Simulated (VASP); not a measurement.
## H11C2NO4: single point with PBE+D3(BJ)

H11C2NO4:

```
CELL_PARAMETERS angstrom
5.91548 0.00000 0.00000
0.00000 5.91548 0.00000
0.00000 0.00000 5.91548
ATOMIC_POSITIONS crystal
O 0.60984 0.53367 0.47411
O 0.34432 0.17730 0.60852
O 0.42274 0.78166 0.79567
O 0.04608 0.57554 0.71010
H 0.51997 0.57405 0.33909
H 0.52650 0.40898 0.53801
H 0.39265 0.04015 0.68912
H 0.32422 0.11994 0.45580
H 0.26735 0.71700 0.76053
H 0.52936 0.71460 0.69369
H 0.91612 0.57836 0.60945
H 0.12723 0.43303 0.68995
H 0.68613 0.09154 0.09900
H 0.81018 0.98093 0.84913
H 0.71418 0.78915 0.07301
C 0.79529 0.95138 0.03347
C 0.02110 0.98729 0.12397
N 0.18795 0.04866 0.21214
```

| Item | Value |
| --- | --- |
| Program | VASP 6.6.1 |
| Task | single point |
| Functional | PBE |
| Dispersion | D3(BJ) |
| Potentials or basis | VASP PAW PBE potentials, release 64 (O, H, C, N) |
| Cutoff | 520 eV |
| k mesh | 1 × 1 × 1 |
| Occupations | fermi-dirac, width 0.05 eV |
| Spin | no spin polarisation |

The pressure is 0.7 GPa, the largest force is 1.908 eV/Å and the band gap on the k mesh is 4.83 eV. The dispersion energy per atom is -0.037 eV.

Forces in eV/Å, atoms in the order of the input:
```
O    0.563  1.137 -1.426
O    0.267  1.295  0.326
O   -1.155  0.744  1.196
O   -0.020  0.018  0.396
H    0.492 -0.040  0.541
H   -0.721 -1.490  0.605
H    0.048 -0.596  0.797
H   -0.475 -0.018 -0.792
H    0.794  0.300 -0.010
H    0.326 -0.685 -0.868
H   -0.131 -0.224 -0.310
H   -0.097 -0.513 -0.227
H    0.182 -0.498 -0.100
H   -0.287 -0.318  0.238
H    0.432  0.179 -0.228
C    0.348  0.818 -0.206
C    0.429  0.517  1.000
N   -0.997 -0.625 -0.933
```

Stress tensor (GPa, compression positive):
```
-1.41 -0.11 -0.42
-0.11  1.51  0.76
-0.42  0.76  1.94
```

Levels at points of the mesh, in eV from the valence-band top:
| k point | band 21 | band 22 | band 23 | band 24 | band 25 | band 26 | band 27 | band 28 |
| --- | --- | --- | --- | --- | --- | --- | --- | --- |
| (0.00, 0.00, 0.00) | -0.84 | -0.58 | -0.33 | 0.00 | 4.83 | 5.86 | 6.19 | 7.70 |

It took 14 s on 1 thread of Intel(R) Xeon(R) 6975P-C (Granite Rapids), on a shared host, peak memory 0.32 GiB.

Caveat: the k points lie up to 1.06 Å⁻¹ apart.
